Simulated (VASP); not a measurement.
Here is a VASP 6.6.1 calculation.

INCAR

```
ALGO = Normal ; EDIFF = 1E-7
ENCUT = 520 ; ISIF = 2
ISMEAR = 0 ; LASPH = True
LCHARG = True ; LELF = True
LREAL = False ; LVHAR = True
LWAVE = False ; NBANDS = 12
NELM = 80 ; PREC = Accurate
SIGMA = 0.05
```

The input KPOINTS:

```
k-points
0
Gamma
  6 6 6
```

POSCAR

```
Sb
1.0
    2.1459927757      1.2389895067      3.6987703436
   -2.1459927757      1.2389895067      3.6987703436
    0.0000000000     -2.4779790134      3.6987703436
Sb
2
Direct
    0.2339707373      0.2339707373      0.2339707373
    0.7660292627      0.7660292627      0.7660292627
```

Potentials or basis: VASP PAW LDA potentials, release 64 (Sb).

Command:

```bash
$ cat potpaw_LDA.64/Sb/POTCAR > POTCAR
$ mpirun -np 1 vasp_std > vasp.out
```

Q: What does it give for the band gap on the k mesh?

A: Zero (bands 5 and 6 overlap by 0.29 eV).

Q: What does it give for the pressure?

A: 0.3 GPa.

Q: What does it give for the largest force?

A: 0.071 eV/Å.

Stress tensor (GPa, compression positive):
```
0.31 0.00 0.00
0.00 0.31 0.00
0.00 0.00 0.19
```

Caveat: spin-orbit coupling is left out, which moves the levels of the heavy elements.
